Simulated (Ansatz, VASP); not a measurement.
# HfN in VASP and in Ansatz

```
CELL_PARAMETERS angstrom
0.00000 2.25087 2.25087
2.25087 0.00000 2.25087
2.25087 2.25087 0.00000
ATOMIC_POSITIONS crystal
Hf 0.00000 0.00000 0.00000
N 0.50000 0.50000 0.50000
```

Alike in both runs: functional PBEsol; k mesh 16 × 16 × 16; occupations gaussian, width 0.1 eV; no spin polarisation.

Ansatz relaxed the structure, and its values are those at the end. VASP's run is a single point on that final structure, the one shown.

|  | VASP | Ansatz |
| --- | --- | --- |
| version | VASP 6.6.1 | Ansatz 0.2.0 |
| potentials or method | VASP PAW PBE potentials, release 64 (Hf_pv, N), cutoff 520 eV | scalar-relativistic, plane waves, PAW |
| valence electrons in the cell | 15 | 31 |

VASP gave:

* gap on the k mesh at the Fermi level (eV): none
* pressure (GPa): -2.2

Problem. Which values does Ansatz return?

Solution. gap on the k mesh at the Fermi level (eV): none; pressure (GPa): 0.0.

VASP's potentials were made for PBE, not for PBEsol. A gap of «none» marks a metal or a gap that the smearing closes. The functional is the same, so the differences come from potentials, cutoffs and numerics. VASP's potentials hold 15 valence electrons a cell and Ansatz's 31, so a difference there can come from the potentials and not from the codes.

Spin-orbit coupling is off throughout.
